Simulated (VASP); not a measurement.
# Al (P6_3/mmc) in VASP: notebook, part 2 of 2

VASP 6.6.1.

**4. Single point, PBEsol-based screened hybrid with 25 % exact exchange**

File POSCAR:

```
Al
1.0
    2.8124553515      0.0000000000      0.0000000000
   -1.4062276757      2.4356577814      0.0000000000
    0.0000000000      0.0000000000      4.8668500000
Al
2
Direct
    0.3333333333      0.6666666667      0.2500000000
    0.6666666667      0.3333333333      0.7500000000
```

File INCAR.step1:

```
ALGO = Normal
EDIFF = 1E-5
ENCUT = 520
GGA = PE
ISIF = 2
ISMEAR = -1
LASPH = T
LREAL = F
LWAVE = T
NBANDS = 10
NELM = 100
PREC = Accurate
SIGMA = 0.05
```

File INCAR.step2:

```
AEXX = 0.25
ALGO = Normal
EDIFF = 1E-6
ENCUT = 520
GGA = PS
HFSCREEN = 0.207
ISIF = 2
ISMEAR = -1
ISTART = 1
LASPH = T
LCHARG = T
LELF = T
LHFCALC = T
LREAL = F
LVHAR = T
LWAVE = F
NBANDS = 10
NELM = 100
PREC = Accurate
PRECFOCK = Normal
SIGMA = 0.05
```

File KPOINTS:

```
k-points
0
Gamma
  6 6 3
```

Potentials or basis: VASP PAW PBE potentials, release 64 (Al).

On the command line:

```bash
cat potpaw_PBE.64/Al/POTCAR > POTCAR
cp INCAR.step1 INCAR
mpirun -np 1 vasp_std > vasp.out
cp INCAR.step2 INCAR
mpirun -np 1 vasp_std > vasp.out
```

OUTCAR:

```text
AEXX = 0.25
   EDIFF = 1E-6
   ENCUT = 520
   GGA = PS
   HFSCREEN = 0.207
   ISIF = 2
   ISMEAR = -1
   ISTART = 1
   LASPH = T
   LHFCALC = T
   LREAL = F
   NELM = 100
   PREC = Accurate
   PRECFOCK = Normal

 ion  position               nearest neighbor table
   1  0.333  0.667  0.250-   2 2.93   2 2.93   2 2.93   2 2.93   2 2.93   2 2.93
   2  0.667  0.333  0.750-   1 2.93   1 2.93   1 2.93   1 2.93   1 2.93   1 2.93

  LATTYP: Found a hexagonal cell.
 ALAT       =     2.8124553515
 C/A-ratio  =     1.7304630267
[... 370 lines left out ...]

  FORCE on cell =-STRESS in cart. coord.  units (eV):
  Direction    XX          YY          ZZ          XY          YZ          ZX
  --------------------------------------------------------------------------------------
  -------------------------------------------------------------------------------------
  Total        0.7100117      0.7100117     -1.2550266      0.0000000      0.0000000     -0.0000000
  in kB       34.1213520     34.1213520    -60.3133761      0.0000000      0.0000000     -0.0000000
  external PRESSURE =       2.6431093 kB  Pullay stress =       0.0000000 kB

 VOLUME and BASIS-vectors are now :
 -----------------------------------------------------------------------------
  energy-cutoff  :      520.00
  volume of cell :       33.34
      direct lattice vectors                 reciprocal lattice vectors
     2.812455352  0.000000000  0.000000000     0.355561200  0.205283355  0.000000000
    -1.406227676  2.435657781  0.000000000     0.000000000  0.410566709  0.000000000
     0.000000000  0.000000000  4.866850000     0.000000000  0.000000000  0.205471712

 POSITION                                       TOTAL-FORCE (eV/Angst)
 -----------------------------------------------------------------------------------
     -0.00000      1.62377      1.21671        -0.000000      0.000000      0.000000
      1.40623      0.81189      3.65014         0.000000     -0.000000     -0.000000
 -----------------------------------------------------------------------------------
    total drift:                                0.000000     -0.000000      0.000000

  FREE ENERGIE OF THE ION-ELECTRON SYSTEM (eV)
  ---------------------------------------------------
  free  energy   TOTEN  =        -8.4126880697 eV

  energy  without entropy=       -8.4023018624  energy(sigma->0) =       -8.40749497
```

Wall time 75 s (1 thread of AMD EPYC 9R45 (Zen 5), shared host); peak memory 0.21 GiB.

Results:

```
Free energy            : -8.4127 eV
Pressure               : 0.3 GPa
Band gap on the k mesh : zero (bands 3 and 4 overlap by 4.18 eV)
```

Levels at points of the mesh, in eV from the Fermi level:
```
           k point  band 1  band 2  band 3  band 4  band 5  band 6
(0.00, 0.00, 0.00)  -12.83   -5.96   -5.68   11.95   12.22   12.22
(0.50, 0.00, 0.00)   -5.97   -5.86    0.50    0.50    1.33    1.45
```

Caveat: the k points lie up to 0.43 Å⁻¹ apart, too coarse for converged energies and pressures of a metal; the PAW data sets were made with another functional, which shifts forces and pressure a little.

**5. Single point, r2SCANh**

POSCAR is that of step 4.

File INCAR.step1:

```
PREC = Accurate ; ENCUT = 520
EDIFF = 1E-5 ; ISMEAR = -1
SIGMA = 0.05 ; LREAL = F
LASPH = T ; NELM = 60
ALGO = Normal ; ISIF = 2
LWAVE = T ; GGA = PE
NBANDS = 10
```

File INCAR.step2:

```
PREC = Accurate ; ENCUT = 520
EDIFF = 1E-7 ; ISMEAR = -1
SIGMA = 0.05 ; LREAL = F
LASPH = T ; NELM = 60
ALGO = Normal ; ISIF = 2
LWAVE = F ; LCHARG = T
METAGGA = R2SCAN ; LHFCALC = T
AEXX = 0.1 ; LMIXTAU = T
PRECFOCK = Normal ; LELF = T
LVHAR = T ; ISTART = 1
NBANDS = 10
```

File KPOINTS:

```
Automatic mesh
0
Gamma
  6 6 3
```

Potentials or basis: VASP PAW PBE potentials, release 64 (Al).

On the command line:

```bash
cat potpaw_PBE.64/Al/POTCAR > POTCAR
cp INCAR.step1 INCAR
mpirun -np 1 vasp_std > vasp.out
cp INCAR.step2 INCAR
mpirun -np 1 vasp_std > vasp.out
```

OUTCAR:

```text
PREC = Accurate
   ENCUT = 520
   EDIFF = 1E-7
   ISMEAR = -1
   LREAL = F
   LASPH = T
   NELM = 60
   ISIF = 2
   METAGGA = R2SCAN
   LHFCALC = T
   AEXX = 0.1
   PRECFOCK = Normal
   ISTART = 1

 ion  position               nearest neighbor table
   1  0.333  0.667  0.250-   2 2.93   2 2.93   2 2.93   2 2.93   2 2.93   2 2.93
   2  0.667  0.333  0.750-   1 2.93   1 2.93   1 2.93   1 2.93   1 2.93   1 2.93

  LATTYP: Found a hexagonal cell.
 ALAT       =     2.8124553515
 C/A-ratio  =     1.7304630267

  Lattice vectors:

 A1 = (   2.8124553515,   0.0000000000,   0.0000000000)
 A2 = (  -1.4062276757,   2.4356577814,   0.0000000000)
 A3 = (   0.0000000000,   0.0000000000,   4.8668500000)

Analysis of symmetry for initial positions (statically):
=====================================================================
 Subroutine PRICEL returns:
 Original cell was already a primitive cell.

 Routine SETGRP: Setting up the symmetry group for a
 hexagonal supercell.

 Subroutine GETGRP returns: Found 24 space group operations
 (whereof 12 operations were pure point group operations)
 out of a pool of 24 trial point group operations.

The static configuration has the point symmetry D_3d.
 The point group associated with its full space group is D_6h.

Analysis of symmetry for dynamics (positions and initial velocities):
=====================================================================
 Subroutine PRICEL returns:
 Original cell was already a primitive cell.

 Routine SETGRP: Setting up the symmetry group for a
 hexagonal supercell.

 Subroutine GETGRP returns: Found 24 space group operations
 (whereof 12 operations were pure point group operations)
 out of a pool of 24 trial point group operations.

The dynamic configuration has the point symmetry D_3d.
 The point group associated with its full space group is D_6h.

 Subroutine INISYM returns: Found 24 space group operations
 (whereof 12 operations are pure point group operations),
 and found     1 'primitive' translations

----------------------------------------------------------------------------------------

                                     Primitive cell

  volume of cell :      33.3388

  direct lattice vectors                    reciprocal lattice vectors
     2.812455352  0.000000000  0.000000000     0.355561200  0.205283355  0.000000000
    -1.406227676  2.435657781  0.000000000     0.000000000  0.410566709  0.000000000
     0.000000000  0.000000000  4.866850000     0.000000000  0.000000000  0.205471712

  length of vectors
     2.812455352  2.812455351  4.866850000     0.410566709  0.410566709  0.205471712

  position of ions in fractional coordinates (direct lattice)
     0.333333333  0.666666667  0.250000000
     0.666666667  0.333333333  0.750000000

  ion indices of the primitive-cell ions
   primitive index   ion index
                 1           1
                 2           2

----------------------------------------------------------------------------------------
[... 42 lines left out ...]
   number of dos      NEDOS =    301   number of ions     NIONS =      2
   total plane-waves  NPLWV =  20736
   dimension x,y,z NGX =    24 NGY =   24 NGZ =   36
   dimension x,y,z NGXF=    48 NGYF=   48 NGZF=   72
   ions per type =               2
   NGX,Y,Z   is equivalent  to a cutoff of  14.19, 14.19, 12.30 a.u.
   NGXF,Y,Z  is equivalent  to a cutoff of  28.37, 28.37, 24.59 a.u.
 SYSTEM =  unknown system
   PREC   = accura    normal or accurate (medium, high low for compatibility)
   ISTART =      1    job   : 0-new  1-cont  2-samecut
   ICHARG =      0    charge: 1-file 2-atom 10-const
   ISPIN  =      1    spin polarized calculation?
   LNONCOLLINEAR =      F non collinear calculations
   LSORBIT =      F    spin-orbit coupling
   LASPH  =      T    aspherical Exc in radial PAW
   ENCUT  =  520.0 eV  38.22 Ry    6.18 a.u.   5.23  5.23  9.05*2*pi/ulx,y,z
   NELM   =     60;   NELMIN=  2; NELMDL=  0     # of ELM steps
   EDIFF  = 0.1E-06   stopping-criterion for ELM
   LREAL  =      F    real-space projection
   EDIFFG = 0.1E-05   stopping-criterion for IOM
   NSW    =      0    number of steps for IOM
   IBRION =     -1    ionic relax: 0-MD 1-quasi-New 2-CG
   NFREE  =      0    steps in history (QN), initial steepest desc. (CG)
   ISIF   =      2    stress and relaxation
   ISYM   =      3    0-nonsym 1-usesym 2-fastsym
   POTIM  = 0.5000    time-step for ionic-motion
   TEBEG  =    0.0;   TEEND  =   0.0 temperature during run
   PSTRESS=    0.0 pullay stress
   NELECT =       6.0000    total number of electrons
   NUPDOWN=      -1.0000    fix difference up-down
   EMIN   =  10.00;   EMAX   =-10.00  energy-range for DOS
   EFERMI =   0.00;   METHOD = LEGACY
   ISMEAR =    -1;   SIGMA  =   0.05  broadening in eV -4-tet -1-fermi 0-gaus
   EFERMI_NEDOS =   21; number of points for ismear=-14 and -15
   IALGO  =     38    algorithm
   IMIX   =      1    mixing-type and parameters
     AMIX     =   0.40;   BMIX     =  1.00
     AMIX_MAG =   1.60;   BMIX_MAG =  1.00
  volume/ion in A,a.u.               =      16.67       112.49
  Fermi-wavevector in a.u.,A,eV,Ry     =   0.924291  1.746656 11.623640  0.854313
  Thomas-Fermi vector in A             =   2.050021
   LORBIT       =      0    0 simple, 1 ext, 2 COOP (PROOUT), +10 PAW based schemes
   METAGGA = R2SCAN    functional components
   LHFCALC =     T    Hartree Fock is set to
   PRECFOCK=normal    Normal, Fast or Accurate (Low or Medium for compatibility)
   ENCUT4O =  -1.0   cutoff for four orbital integrals eV
   NKREDX  =     1    reduce k-point grid by
   NKREDY  =     1    reduce k-point grid by
   NKREDZ  =     1    reduce k-point grid by
   AEXX    =    0.1000 exact exchange contribution
   HFSCREEN=    0.0000 screening length (either q_TF or 0.3 A-1)
   HFSCREENC=   0.0000 screening length for correlation (either q_TF or 0.3 A-1)
   ENCUTFOCK=  -1.0 apply spherical cutoff to Coloumb kernel
   IVDW    =     0    specifies the selected vdW correction
   LEPSILON=     F    determine dielectric tensor
   LRPA    =     F    only Hartree local field effects (RPA)
 non-spin polarized calculation
  energy-cutoff  :      520.00
  volume of cell :       33.34
 maximum number of plane-waves:       908
 NGX is ok and might be reduce to    24
  NGX = 16; NGY = 16; NGZ = 28

 number of electron       6.0000000 magnetization

 Free energy of the ion-electron system (eV)
  ---------------------------------------------------
  ext. energy  EPLUGINS =         0.00000000
  ---------------------------------------------------
  free energy    TOTEN  =       -13.16973520 eV

  energy without entropy =      -13.15958269  energy(sigma->0) =      -13.16465895

 E-fermi :   8.1696     XC(G=0):  -9.8909

 val. band max:        7.8545696403   @ k =   0.3333   0.3333   0.3333
 cond. band min:       8.2894951664   @ k =   0.3333   0.1667   0.3333
 fundamental gap:      0.4349255262
 Fermi energy:         8.1695789577

 k-point     1 :       0.0000    0.0000    0.0000
  band No.  band energies     occupation
      1      -4.5594      2.00000
      2       2.2494      2.00000
      3       2.2693      2.00000
      4      20.1641      0.00000
      5      20.5776      0.00000
      6      20.5776      0.00000
      7      20.7038      0.00000
      8      20.7038      0.00000
      9      21.6499      0.00000
     10      24.0674      0.00000
[... 157 lines left out ...]
 k-point    14 :       0.3333    0.3333    0.3333
  band No.  band energies     occupation
      1       4.9710      2.00000
      2       4.9710      2.00000
      3       5.1150      2.00000
      4       7.2827      2.00000
      5       7.8546      1.99633
      6       7.8546      1.99633
      7      16.3409      0.00000
      8      16.3409      0.00000
      9      16.4203      0.00000
     10      22.5257      0.00000

------------------------ aborting loop because EDIFF is reached ----------------------------------------

  FORCE on cell =-STRESS in cart. coord.  units (eV):
  Direction    XX          YY          ZZ          XY          YZ          ZX
  --------------------------------------------------------------------------------------
  -------------------------------------------------------------------------------------
  Total        0.5295030      0.5295030     -1.6668967      0.0000000      0.0000000      0.0000000
  in kB       25.4465648     25.4465648    -80.1068058      0.0000000      0.0000000      0.0000000
  external PRESSURE =      -9.7378921 kB  Pullay stress =       0.0000000 kB

 VOLUME and BASIS-vectors are now :
 -----------------------------------------------------------------------------
  energy-cutoff  :      520.00
  volume of cell :       33.34
      direct lattice vectors                 reciprocal lattice vectors
     2.812455352  0.000000000  0.000000000     0.355561200  0.205283355  0.000000000
    -1.406227676  2.435657781  0.000000000     0.000000000  0.410566709  0.000000000
     0.000000000  0.000000000  4.866850000     0.000000000  0.000000000  0.205471712

 POSITION                                       TOTAL-FORCE (eV/Angst)
 -----------------------------------------------------------------------------------
     -0.00000      1.62377      1.21671         0.000000      0.000000      0.000000
      1.40623      0.81189      3.65014        -0.000000      0.000000     -0.000000
 -----------------------------------------------------------------------------------
    total drift:                               -0.000000     -0.000000     -0.000000

  FREE ENERGIE OF THE ION-ELECTRON SYSTEM (eV)
  ---------------------------------------------------
  free  energy   TOTEN  =       -13.1697351997 eV

  energy  without entropy=      -13.1595826904  energy(sigma->0) =      -13.16465895
```

OUTCAR.step1:

```text
PREC = Accurate
   ENCUT = 520
   EDIFF = 1E-5
   ISMEAR = -1
   LREAL = F
[... 394 lines left out ...]
     -0.00000      1.62377      1.21671        -0.000000      0.000000      0.000000
      1.40623      0.81189      3.65014         0.000000      0.000000      0.000000
 -----------------------------------------------------------------------------------
    total drift:                                0.000000     -0.000000      0.000000

  FREE ENERGIE OF THE ION-ELECTRON SYSTEM (eV)
  ---------------------------------------------------
  free  energy   TOTEN  =        -7.2973194715 eV

  energy  without entropy=       -7.2856139851  energy(sigma->0) =       -7.29146673
```

OSZICAR.step1:

```text
N       E                     dE             d eps       ncg     rms          rms(c)
DAV:   1    -0.953635037310E-01   -0.95364E-01   -0.22886E+03   280   0.471E+02
DAV:   2    -0.717580329453E+01   -0.70804E+01   -0.69586E+01   390   0.541E+01
DAV:   3    -0.734034106424E+01   -0.16454E+00   -0.16386E+00   372   0.647E+00
DAV:   4    -0.734081014875E+01   -0.46908E-03   -0.46907E-03   356   0.421E-01
DAV:   5    -0.734081397353E+01   -0.38248E-05   -0.38244E-05   352   0.354E-02    0.175E+00
DAV:   6    -0.731539826042E+01    0.25416E-01   -0.29989E-03   320   0.297E-01    0.101E+00
DAV:   7    -0.729740623760E+01    0.17992E-01   -0.83561E-03   298   0.464E-01    0.164E-01
DAV:   8    -0.729732204811E+01    0.84189E-04   -0.86566E-05   426   0.541E-02    0.135E-02
DAV:   9    -0.729731947153E+01    0.25766E-05   -0.10942E-06   184   0.543E-03
   1 F= -.72973195E+01 E0= -.72914667E+01  d E =-.117055E-01
```

It took 2.5 min on 1 thread of AMD EPYC 9R45 (Zen 5), shared host; peak memory 0.13 GiB.

What came out:

```yaml
Free_energy: -13.1697 eV
Pressure: -1.0 GPa
Band_gap_on_the_k_mesh: zero (bands 3 and 4 overlap by 4.28 eV)
```

Stress tensor (GPa, compression positive):
```
 2.54  0.00  0.00
 0.00  2.54  0.00
 0.00  0.00 -8.01
```

Caveat: the k points lie up to 0.43 Å⁻¹ apart, too coarse for converged energies and pressures of a metal; the PAW data sets were made with another functional, which shifts forces and pressure a little.

**6. Single point, r2SCAN50**

POSCAR is that of step 5.

File INCAR.step1:

```
SYSTEM = Al
ALGO = Normal
EDIFF = 1E-5
ENCUT = 520
GGA = PE
ISIF = 2
ISMEAR = -1
LASPH = .True.
LCHARG = .False.
LREAL = .False.
LWAVE = .True.
NBANDS = 10
NELM = 80
PREC = Accurate
SIGMA = 0.05
```

File INCAR.step2:

```
SYSTEM = Al
AEXX = 0.5
ALGO = Normal
EDIFF = 1E-6
ENCUT = 520
ISIF = 2
ISMEAR = -1
ISTART = 1
LASPH = .True.
LCHARG = .False.
LHFCALC = .True.
LMIXTAU = .True.
LREAL = .False.
LWAVE = .False.
METAGGA = R2SCAN
NBANDS = 10
NELM = 80
PREC = Accurate
PRECFOCK = Normal
SIGMA = 0.05
```

File KPOINTS:

```
k-points
0
Gamma
  6 6 3
  0 0 0
```

Potentials or basis: VASP PAW PBE potentials, release 64 (Al).

On the command line:

```bash
cat potpaw_PBE.64/Al/POTCAR > POTCAR
cp INCAR.step1 INCAR
mpirun -np 1 vasp_std > vasp.out
cp INCAR.step2 INCAR
mpirun -np 1 vasp_std > vasp.out
```

Wall time 1.9 min (1 thread of AMD EPYC 9R45 (Zen 5), shared host); peak memory 0.13 GiB.

The run converged. Its results:

```
Free energy            : -13.2494 eV
Pressure               : -0.3 GPa
Band gap on the k mesh : zero (bands 3 and 4 overlap by 6.19 eV)
```

Stress tensor (GPa, compression positive):
```
 3.09  0.00  0.00
 0.00  3.09  0.00
 0.00  0.00 -7.21
```

Levels at points of the mesh, in eV from the Fermi level:
```
           k point  band 1  band 2  band 3  band 4  band 5  band 6  band 7  band 8
(0.00, 0.00, 0.00)  -15.95   -8.01   -7.77   13.45   13.67   13.67   13.88   13.88
(0.50, 0.00, 0.00)   -8.12   -8.04    0.67    0.72    1.63    1.67    7.78    9.51
```

Caveat: the k points lie up to 0.43 Å⁻¹ apart, too coarse for converged energies and pressures of a metal; the PAW data sets were made with another functional, which shifts forces and pressure a little.

**7. Overview**

```csv
level,cell,share of exact exchange,screening parameter,gap on the mesh (eV),pressure (GPa)
PBE-based screened hybrid with 25 % exact exchange,"a = 2.812, b = 2.812, c = 4.867 Å, angles 90.0, 90.0, 120.0°, 2 atoms",0.25,0.3 1/Å,none,1.4
PBE-based screened hybrid with 25 % exact exchange,"a = 2.913, b = 2.913, c = 4.540 Å, angles 90.0, 90.0, 120.0°, 2 atoms",0.25,0.3 1/Å,none,0.0
PBEsol-based screened hybrid with 25 % exact exchange,"a = 2.812, b = 2.812, c = 4.867 Å, angles 90.0, 90.0, 120.0°, 2 atoms",0.25,0.207 1/Å,none,0.3
r2SCANh,"a = 2.812, b = 2.812, c = 4.867 Å, angles 90.0, 90.0, 120.0°, 2 atoms",0.1,-,none,-1.0
r2SCAN50,"a = 2.812, b = 2.812, c = 4.867 Å, angles 90.0, 90.0, 120.0°, 2 atoms",0.5,-,none,-0.3
```

Alike in all rows: task single point; potentials or basis VASP PAW PBE potentials, release 64 (Al); no spin polarisation; k mesh 6 × 6 × 3; cutoff (eV) 520; smearing fermi-dirac 0.05 eV.

Caveats: all runs use coarse meshes; the PAW data sets were made with another functional, which shifts forces and pressure a little.

Total energies depend on the potentials used, so only differences within one code and one set of settings carry meaning.

The gap in the log of VASP goes by the Fermi energy; the results here count the filled bands.